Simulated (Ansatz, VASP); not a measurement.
BaY in VASP and in Ansatz

```
Ba Y
1.0
     3.85318    0.00000    0.00000
     0.00000    3.85318    0.00000
     0.00000    0.00000    5.77946
Ba Y
1 1
Cartesian
  0.0000 0.0000 0.0000
  1.9266 1.9266 2.8897
```

Alike in both runs: task single point; functional LDA; k mesh 11 × 11 × 8; occupations fermi-dirac, width 0.03 eV; no spin polarisation.

|  | VASP | Ansatz |
| --- | --- | --- |
| version | VASP 6.6.1 | Ansatz 0.2.0 |
| potentials or method | VASP PAW LDA potentials, release 64 (Ba_sv, Y_sv), cutoff 520 eV | all-electron LAPW, scalar-relativistic |

Ansatz gave:

* pressure (GPa): -2.4
* traceless stress, the component that is largest in VASP (GPa): -0.05

Q: Which values does VASP return?

A: Pressure (GPa): -2.3; traceless stress, the component that is largest in VASP (GPa): -0.06.

LDA's correlation is that of Perdew and Zunger in VASP and of Perdew and Wang (1992) in Ansatz. Ansatz ran all-electron here, and VASP with PAW potentials.

Neither program's run includes spin-orbit coupling.
